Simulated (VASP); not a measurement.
HoO, 2 atoms in the cell. Symmetry: P-6m2, No. 187, hexagonal system. Conventional cell: a = 3.247 Å, b = 3.247 Å, c = 3.097 Å, α = 90.00°, β = 90.00°, γ = 120.00°. Ho (site symmetry -6m2) has 6 O at 2.43 Å and 8 Ho at 3.10 to 3.25 Å within 3.3 Å. O (site symmetry -6m2) has 6 Ho at 2.43 Å and 8 O at 3.10 to 3.25 Å within 3.3 Å. The cell was generated, and may not be a known phase.

| Property | Result |
| --- | --- |
| Program | VASP 6.6.1 |
| Task | single point |
| Functional | PBE |
| Potentials or basis | VASP PAW PBE potentials, release 64 (Ho_3, O), 4f in core |
| Cutoff | 600 eV |
| k mesh | 6 × 6 × 4 |
| Occupations | gaussian, width 0.1 eV |
| Spin | no spin polarisation |
| Dipole correction | no |
| Further INCAR settings | ALGO = Normal; EDIFF = 1e-06; NBANDS = 14 |

Potentials or basis: VASP PAW PBE potentials, release 64 (Ho_3, O), 4f in core.

Launch:

```sh
$ cat potpaw_PBE.64/Ho_3/POTCAR potpaw_PBE.64/O/POTCAR > POTCAR
$ mpirun -np 1 vasp_std > vasp.out
```

Hardware: 1 thread of AMD EPYC 9R45 96-Core Processor (Zen 5) (shared host).

Question: Estimate the wall time of this run.

Answer: It took 6.8 s on 1 thread of AMD EPYC 9R45 96-Core Processor (Zen 5) (shared host), peak memory 0.14 GiB. Counts: scf iterations 13, k points 21.
